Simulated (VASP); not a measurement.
# Hf (P6_3/mmc) in VASP: notebook, part 2 of 2

VASP 6.6.1. The steps go on from the part before.

## (4) Relaxation of cell and atoms, PBEsol

This run uses another cell than the first one, of 22.38 Å³/atom, 0.920 times its volume.

Contents of INCAR:

```
SYSTEM = Hf
PREC = Accurate
ENCUT = 600
EDIFF = 1E-6
ISMEAR = -1
SIGMA = 0.1
LREAL = .FALSE.
LASPH = .TRUE.
NELM = 80
ALGO = Normal
ISIF = 3
LWAVE = .FALSE.
LCHARG = .FALSE.
GGA = PS
IBRION = 2
NSW = 80
EDIFFG = -0.01
```

Contents of KPOINTS:

```
regular mesh
0
G
  11 11 3
  0 0 0
```

Contents of POSCAR:

```
Hf
1.0
    3.1631972627      0.0000000000      0.0000000000
   -1.5815986313      2.7394091867      0.0000000000
    0.0000000000      0.0000000000     10.3310022599
Hf
4
Direct
    0.0000000000      0.0000000000      0.0000000000
    0.0000000000      0.0000000000      0.5000000000
    0.3333333333      0.6666666667      0.2500000000
    0.6666666667      0.3333333333      0.7500000000
```

Command:

```bash
$ cat potpaw_PBE.64/Hf_pv/POTCAR > POTCAR
$ mpirun -np 1 vasp_std > vasp.out
```

Wall time 2.4 min (1 thread of Intel Xeon 6975P-C (Granite Rapids), shared host); peak memory 0.28 GiB.

It converged, with:

* Free energy: -41.8794 eV
* Relaxed volume: 21.66 Å³/atom
* Relaxed cell: a = 3.151 Å, b = 3.151 Å, c = 10.077 Å, α = 90.00°, β = 90.00°, γ = 120.00°
* Space group after relaxing (to 0.05 Å): P6_3/mmc (No. 194)
* Energy gained by relaxing: 10.7 meV/atom
* Ionic steps: 5
* Pressure after relaxing: 0.0 GPa
* Band gap on the k mesh: zero (band 20 reaches 6.01 eV, above the bottom of band 21 at 4.43 eV)

The path:
| step | energy change (eV) | largest force (eV/Å) | pressure (GPa) | volume (Å³) |
| --- | --- | --- | --- | --- |
| 1 | 0.0000 | 0.0000 | -3.49 | 89.52 |
| 2 | 0.0026 | 0.0000 | 4.55 | 83.34 |
| 3 | -0.0392 | 0.0000 | 0.23 | 86.42 |
| 4 | -0.0427 | 0.0000 | 0.03 | 86.58 |
| 5 | -0.0429 | 0.0000 | 0.00 | 86.62 |

Final structure:
```
CELL_PARAMETERS angstrom
3.15055 0.00000 0.00000
-1.57527 2.72845 0.00000
0.00000 0.00000 10.07701
ATOMIC_POSITIONS crystal
Hf 0.00000 0.00000 0.00000
Hf 0.00000 0.00000 0.50000
Hf 0.33333 0.66667 0.25000
Hf 0.66667 0.33333 0.75000
```

Levels at points of the mesh, in eV from the Fermi level:
| k point | band 17 | band 18 | band 19 | band 20 | band 21 | band 22 | band 23 | band 24 |
| --- | --- | --- | --- | --- | --- | --- | --- | --- |
| (0.00, 0.00, 0.00) | 0.15 | 0.19 | 0.82 | 1.04 | 1.04 | 1.17 | 1.17 | 1.52 |

Caveat: the PAW data sets were made with another functional, which shifts forces and pressure a little; spin-orbit coupling is left out, which moves the levels of the heavy elements.

## (5) Single point, PBEsol

This run uses another cell than the first one, of 21.73 Å³/atom, 0.893 times its volume.

Contents of INCAR:

```
SYSTEM = Hf
  PREC = Accurate
  ENCUT = 520
  EDIFF = 1E-7
  ISMEAR = -1
  SIGMA = 0.1
  LREAL = .FALSE.
  LASPH = .TRUE.
  NELM = 60
  ALGO = Normal
  ISIF = 2
  LWAVE = .FALSE.
  LCHARG = .FALSE.
  GGA = PS
  NBANDS = 28
```

Contents of KPOINTS:

```
Automatic mesh
0
G
  11 11 3
  0 0 0
```

Contents of POSCAR:

```
Hf
1.0
    3.1542965989      0.0000000000      0.0000000000
   -1.5771482994      2.7317009858      0.0000000000
    0.0000000000      0.0000000000     10.0881390220
Hf
4
Direct
    0.0000000000      0.0000000000      0.0000000000
    1.0000000000      0.0000000000      0.5000000000
    0.3333333333      0.6666666667      0.2500000000
    0.6666666667      0.3333333333      0.7500000000
```

Potentials or basis: VASP PAW PBE potentials, release 64 (Hf_pv).

Command:

```bash
$ cat potpaw_PBE.64/Hf_pv/POTCAR > POTCAR
$ mpirun -np 1 vasp_std > vasp.out
```

OUTCAR:

```text
SYSTEM = Hf
   PREC = Accurate
   ENCUT = 520
   EDIFF = 1E-7
   ISMEAR = -1
   LREAL = .FALSE.
   LASPH = .TRUE.
   NELM = 60
   ISIF = 2
   GGA = PS

 ion  position               nearest neighbor table
   1  0.000  0.000  0.000-   3 3.11   4 3.11   4 3.11   3 3.11   4 3.11   3 3.11
   2  0.000  0.000  0.500-   3 3.11   4 3.11   4 3.11   3 3.11   4 3.11   3 3.11
   3  0.333  0.667  0.250-   1 3.11   2 3.11   1 3.11   2 3.11   1 3.11   2 3.11
   4  0.667  0.333  0.750-   1 3.11   2 3.11   1 3.11   2 3.11   1 3.11   2 3.11

  LATTYP: Found a hexagonal cell.
 ALAT       =     3.1542965989
 C/A-ratio  =     3.1982214436

  Lattice vectors:

 A1 = (   3.1542965989,   0.0000000000,   0.0000000000)
 A2 = (  -1.5771482994,   2.7317009858,   0.0000000000)
 A3 = (   0.0000000000,   0.0000000000,  10.0881390220)

Analysis of symmetry for initial positions (statically):
=====================================================================
 Subroutine PRICEL returns:
 Original cell was already a primitive cell.

 Routine SETGRP: Setting up the symmetry group for a
 hexagonal supercell.

 Subroutine GETGRP returns: Found 24 space group operations
 (whereof 12 operations were pure point group operations)
 out of a pool of 24 trial point group operations.

The static configuration has the point symmetry D_3d.
 The point group associated with its full space group is D_6h.

Analysis of symmetry for dynamics (positions and initial velocities):
=====================================================================
 Subroutine PRICEL returns:
 Original cell was already a primitive cell.

 Routine SETGRP: Setting up the symmetry group for a
 hexagonal supercell.

 Subroutine GETGRP returns: Found 24 space group operations
 (whereof 12 operations were pure point group operations)
 out of a pool of 24 trial point group operations.

The dynamic configuration has the point symmetry D_3d.
 The point group associated with its full space group is D_6h.

 Subroutine INISYM returns: Found 24 space group operations
 (whereof 12 operations are pure point group operations),
 and found     1 'primitive' translations

----------------------------------------------------------------------------------------

                                     Primitive cell

  volume of cell :      86.9254

  direct lattice vectors                    reciprocal lattice vectors
     3.154296599  0.000000000  0.000000000     0.317027892  0.183036139  0.000000000
    -1.577148299  2.731700986  0.000000000     0.000000000  0.366072277  0.000000000
     0.000000000  0.000000000 10.088139022     0.000000000  0.000000000  0.099126310

  length of vectors
     3.154296599  3.154296599 10.088139022     0.366072277  0.366072277  0.099126310

  position of ions in fractional coordinates (direct lattice)
     0.000000000  0.000000000  0.000000000
     0.000000000  0.000000000  0.500000000
     0.333333333  0.666666667  0.250000000
     0.666666667  0.333333333  0.750000000

  ion indices of the primitive-cell ions
   primitive index   ion index
                 1           1
                 2           2
                 3           3
                 4           4

----------------------------------------------------------------------------------------

 KPOINTS: Automatic mesh

Automatic generation of k-mesh.
 Grid dimensions read from file:
 generate k-points for:   11   11    3

 Generating k-lattice:

  Cartesian coordinates                     Fractional coordinates (reciprocal lattice)
     0.028820717  0.016639649  0.000000000     0.090909091  0.000000000  0.000000000
     0.000000000  0.033279298  0.000000000     0.000000000  0.090909091  0.000000000
     0.000000000  0.000000000  0.033042103     0.000000000  0.000000000  0.333333333

  Length of vectors
     0.033279298  0.033279298  0.033042103

  Shift w.r.t. Gamma in fractional coordinates (k-lattice)
     0.000000000  0.000000000  0.000000000

 Subroutine IBZKPT returns following result:
 ===========================================

 Found     32 irreducible k-points:

 Following reciprocal coordinates:
            Coordinates               Weight
  0.000000  0.000000  0.000000      1.000000
  0.090909 -0.000000  0.000000      6.000000
  0.181818 -0.000000  0.000000      6.000000
  0.272727 -0.000000  0.000000      6.000000
  0.363636  0.000000  0.000000      6.000000
  0.454545  0.000000  0.000000      6.000000
[... 16 lines left out ...]
  0.090909  0.090909  0.333333     12.000000
  0.181818  0.090909  0.333333     24.000000
 [... further k-points ...]
   k-points           NKPTS =     32   k-points in BZ     NKDIM =     32   number of bands    NBANDS=     28
   number of dos      NEDOS =    301   number of ions     NIONS =      4
   total plane-waves  NPLWV =  46080
   dimension x,y,z NGX =    24 NGY =   24 NGZ =   80
   dimension x,y,z NGXF=    48 NGYF=   48 NGZF=  160
   ions per type =               4
   NGX,Y,Z   is equivalent  to a cutoff of  12.65, 12.65, 13.18 a.u.
   NGXF,Y,Z  is equivalent  to a cutoff of  25.30, 25.30, 26.37 a.u.
 SYSTEM =  Hf
   PREC   = accura    normal or accurate (medium, high low for compatibility)
   ISTART =      0    job   : 0-new  1-cont  2-samecut
   ICHARG =      2    charge: 1-file 2-atom 10-const
   ISPIN  =      1    spin polarized calculation?
   LNONCOLLINEAR =      F non collinear calculations
   LSORBIT =      F    spin-orbit coupling
   LASPH  =      T    aspherical Exc in radial PAW
   ENCUT  =  520.0 eV  38.22 Ry    6.18 a.u.   5.86  5.86 18.76*2*pi/ulx,y,z
   NELM   =     60;   NELMIN=  2; NELMDL= -5     # of ELM steps
   EDIFF  = 0.1E-06   stopping-criterion for ELM
   LREAL  =      F    real-space projection
   EDIFFG = 0.1E-05   stopping-criterion for IOM
   NSW    =      0    number of steps for IOM
   IBRION =     -1    ionic relax: 0-MD 1-quasi-New 2-CG
   NFREE  =      0    steps in history (QN), initial steepest desc. (CG)
   ISIF   =      2    stress and relaxation
   ISYM   =      2    0-nonsym 1-usesym 2-fastsym
   POTIM  = 0.5000    time-step for ionic-motion
   TEBEG  =    0.0;   TEEND  =   0.0 temperature during run
   PSTRESS=    0.0 pullay stress
   NELECT =      40.0000    total number of electrons
   NUPDOWN=      -1.0000    fix difference up-down
   EMIN   =  10.00;   EMAX   =-10.00  energy-range for DOS
   EFERMI =   0.00;   METHOD = LEGACY
   ISMEAR =    -1;   SIGMA  =   0.10  broadening in eV -4-tet -1-fermi 0-gaus
   EFERMI_NEDOS =   21; number of points for ismear=-14 and -15
   IALGO  =     38    algorithm
   IMIX   =      4    mixing-type and parameters
     AMIX     =   0.40;   BMIX     =  1.00
     AMIX_MAG =   1.60;   BMIX_MAG =  1.00
  volume/ion in A,a.u.               =      21.73       146.65
  Fermi-wavevector in a.u.,A,eV,Ry     =   1.263900  2.388424 21.734521  1.597442
  Thomas-Fermi vector in A             =   2.397233
   LORBIT       =      0    0 simple, 1 ext, 2 COOP (PROOUT), +10 PAW based schemes
   GGA     = PS    functional components
   LHFCALC =     F    Hartree Fock is set to
   AEXX    =    0.0000 exact exchange contribution
   IVDW    =     0    specifies the selected vdW correction
   LEPSILON=     F    determine dielectric tensor
   LRPA    =     F    only Hartree local field effects (RPA)
 non-spin polarized calculation
  energy-cutoff  :      520.00
  volume of cell :       86.93
 maximum number of plane-waves:      2359
 NGX is ok and might be reduce to    24
   NGX = 11   NGY = 11   NGZ = 37

 number of electron      39.9999994 magnetization

 Free energy of the ion-electron system (eV)
  ---------------------------------------------------
  ext. energy  EPLUGINS =         0.00000000
  ---------------------------------------------------
  free energy    TOTEN  =       -41.87795275 eV

  energy without entropy =      -41.70529334  energy(sigma->0) =      -41.79162305

 E-fermi :   4.8479     XC(G=0): -11.5265

 val. band max:        4.8460054939   @ k =   0.3636   0.2727   0.3333
 cond. band min:       4.8716500594   @ k =   0.2727   0.2727   0.3333
 fundamental gap:      0.0256445655
 Fermi energy:         4.8478659454

 k-point     1 :       0.0000    0.0000    0.0000
  band No.  band energies     occupation
      1     -26.0197      2.00000
      2     -25.5813      2.00000
      3     -25.5510      2.00000
      4     -25.2230      2.00000
      5     -25.2230      2.00000
      6     -25.1751      2.00000
[... 20 lines left out ...]
     27       6.7246      0.00000
[... 691 lines left out ...]
      6     -25.3867      2.00000
[... 20 lines left out ...]
     27       7.4862      0.00000
     28       7.6999      0.00000

 [... further k-points ...]
[... 5 lines left out ...]
  --------------------------------------------------------------------------------------
  -------------------------------------------------------------------------------------
  Total       -0.1988592     -0.1988592     -0.2338203     -0.0000000      0.0000000     -0.0000000
  in kB       -3.6653003     -3.6653003     -4.3096904     -0.0000000      0.0000000     -0.0000000
  external PRESSURE =      -3.8800970 kB  Pullay stress =       0.0000000 kB

 VOLUME and BASIS-vectors are now :
 -----------------------------------------------------------------------------
  energy-cutoff  :      520.00
  volume of cell :       86.93
      direct lattice vectors                 reciprocal lattice vectors
     3.154296599  0.000000000  0.000000000     0.317027892  0.183036139  0.000000000
    -1.577148299  2.731700986  0.000000000     0.000000000  0.366072277  0.000000000
     0.000000000  0.000000000 10.088139022     0.000000000  0.000000000  0.099126310

 POSITION                                       TOTAL-FORCE (eV/Angst)
 -----------------------------------------------------------------------------------
      0.00000      0.00000      0.00000        -0.000000      0.000000      0.000000
      0.00000      0.00000      5.04407        -0.000000      0.000000      0.000000
     -0.00000      1.82113      2.52203        -0.000000     -0.000000      0.000000
      1.57715      0.91057      7.56610         0.000000      0.000000     -0.000000
 -----------------------------------------------------------------------------------
    total drift:                               -0.000000      0.000000     -0.000000

  FREE ENERGIE OF THE ION-ELECTRON SYSTEM (eV)
  ---------------------------------------------------
  free  energy   TOTEN  =       -41.8779527495 eV

  energy  without entropy=      -41.7052933412  energy(sigma->0) =      -41.79162305
```

OSZICAR:

```text
N       E                     dE             d eps       ncg     rms          rms(c)
DAV:   1     0.146013828704E+03    0.14601E+03   -0.22131E+04  1824   0.136E+03
DAV:   2    -0.353148080836E+02   -0.18133E+03   -0.17603E+03  2172   0.327E+02
DAV:   3    -0.431747234508E+02   -0.78599E+01   -0.75041E+01  2376   0.424E+01
DAV:   4    -0.433533606040E+02   -0.17864E+00   -0.17690E+00  2192   0.609E+00
DAV:   5    -0.433560799263E+02   -0.27193E-02   -0.27178E-02  2256   0.722E-01    0.952E+01
DAV:   6    -0.422708814556E+02    0.10852E+01   -0.10071E+00  1948   0.542E+00    0.556E+01
DAV:   7    -0.419040920709E+02    0.36679E+00   -0.17102E+00  1872   0.686E+00    0.337E+00
DAV:   8    -0.418879842770E+02    0.16108E-01   -0.18246E-01  2272   0.224E+00    0.247E+00
DAV:   9    -0.418778079476E+02    0.10176E-01   -0.60003E-02  2152   0.135E+00    0.774E-01
DAV:  10    -0.418780133156E+02   -0.20537E-03   -0.36456E-03  2112   0.331E-01    0.226E-01
DAV:  11    -0.418779570174E+02    0.56298E-04   -0.17671E-04  2348   0.622E-02    0.552E-02
DAV:  12    -0.418779530164E+02    0.40009E-05   -0.29992E-05  2148   0.332E-02    0.213E-02
DAV:  13    -0.418779531963E+02   -0.17988E-06   -0.38595E-06  2196   0.112E-02    0.132E-02
DAV:  14    -0.418779529868E+02    0.20954E-06   -0.64155E-07  1896   0.504E-03    0.129E-02
DAV:  15    -0.418779527155E+02    0.27124E-06   -0.86049E-08  1216   0.175E-03    0.123E-03
DAV:  16    -0.418779527495E+02   -0.33967E-07   -0.10097E-08  1176   0.656E-04
   1 F= -.41877953E+02 E0= -.41791623E+02  d E =-.172659E+00
```

stdout:

```text
POSCAR found type information on POSCAR Hf
 POSCAR found :  1 types and       4 ions
 scaLAPACK will be used
 -----------------------------------------------------------------------------
|                                                                             |
|                                                                             |
|     You enforced a specific xc type in the INCAR file but a different       |
|     I HOPE YOU KNOW WHAT YOU ARE DOING!                                     |
|                                                                             |
 -----------------------------------------------------------------------------

 LDA part: xc-table for (Slater+PW92), standard interpolation
 POSCAR, INCAR and KPOINTS ok, starting setup
 FFT: planning ... GRIDC
 FFT: planning ... GRID_SOFT
 FFT: planning ... GRID
 WAVECAR not read
 entering main loop
```

It took 37 s on 1 thread of Intel Xeon 6975P-C (Granite Rapids), shared host; peak memory 0.22 GiB.

What came out:

```
Free energy            : -41.8780 eV
Pressure               : -0.4 GPa
Band gap on the k mesh : zero (band 20 reaches 5.99 eV, above the bottom of band 21 at 4.41 eV)
```

Caveat: the PAW data sets were made with another functional, which shifts forces and pressure a little; spin-orbit coupling is left out, which moves the levels of the heavy elements.

## (6) Summary

| task | cell | k mesh | cutoff (eV) | gap on the mesh (eV) | pressure (GPa) |
| --- | --- | --- | --- | --- | --- |
| single point | a = 3.276, b = 3.276, c = 10.477 Å, angles 90.0, 90.0, 120.0°, 4 atoms | 13 × 13 × 4 | 520 | none | -10.8 |
| single point | a = 3.154, b = 3.154, c = 10.088 Å, angles 90.0, 90.0, 120.0°, 4 atoms | 15 × 15 × 4 | 520 | none | -0.3 |
| relaxation of cell and atoms | relaxed from a = 3.163, b = 3.163, c = 10.331 Å, angles 90.0, 90.0, 120.0°, 4 atoms | 11 × 11 × 3 | 600 | none | 0.0 |
| single point | a = 3.154, b = 3.154, c = 10.088 Å, angles 90.0, 90.0, 120.0°, 4 atoms | 11 × 11 × 3 | 520 | none | -0.4 |

Alike in all rows: level PBEsol; potentials or basis VASP PAW PBE potentials, release 64 (Hf_pv); no spin polarisation; smearing fermi-dirac 0.1 eV.

Caveats: the PAW data sets were made with another functional, which shifts forces and pressure a little; spin-orbit coupling is left out, which moves the levels of the heavy elements.

Total energies depend on the potentials used, so only differences within one code and one set of settings carry meaning.
